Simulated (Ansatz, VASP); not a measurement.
**TaN in VASP and in Ansatz**

```xyz
2
Lattice="2.9240 0.0000 0.0000 -1.4620 2.5323 0.0000 0.0000 0.0000 2.8707" Properties=species:S:1:pos:R:3 pbc="T T T"
Ta    0.0000    1.6882    1.4354
N     0.0000    0.0000    0.0000
```

Alike in both runs: task single point; functional PBEsol; k mesh 18 × 18 × 16; occupations gaussian, width 0.15 eV; no spin polarisation.

|  | VASP | Ansatz |
| --- | --- | --- |
| version | VASP 6.6.1 | Ansatz 0.2.0 |
| potentials or method | VASP PAW PBE potentials, release 64 (Ta_pv, N), cutoff 520 eV | scalar-relativistic, plane waves, PAW |
| valence electrons in the cell | 16 | 18 |

VASP gave:

- gap on the k mesh at the Fermi level (eV): none
- pressure (GPa): 0.8
- traceless stress, the component that is largest in VASP (GPa): 0.15

Problem. Which values does Ansatz return?

Solution. gap on the k mesh at the Fermi level (eV): none; pressure (GPa): 0.0; traceless stress, the component that is largest in VASP (GPa): 0.01.

VASP's potentials were made for PBE, not for PBEsol. A gap of «none» marks a metal or a gap that the smearing closes. The functional is the same, so the differences come from potentials, cutoffs and numerics. VASP's potentials hold 16 valence electrons a cell and Ansatz's 18, so a difference there can come from the potentials and not from the codes.

Spin-orbit coupling is off throughout.
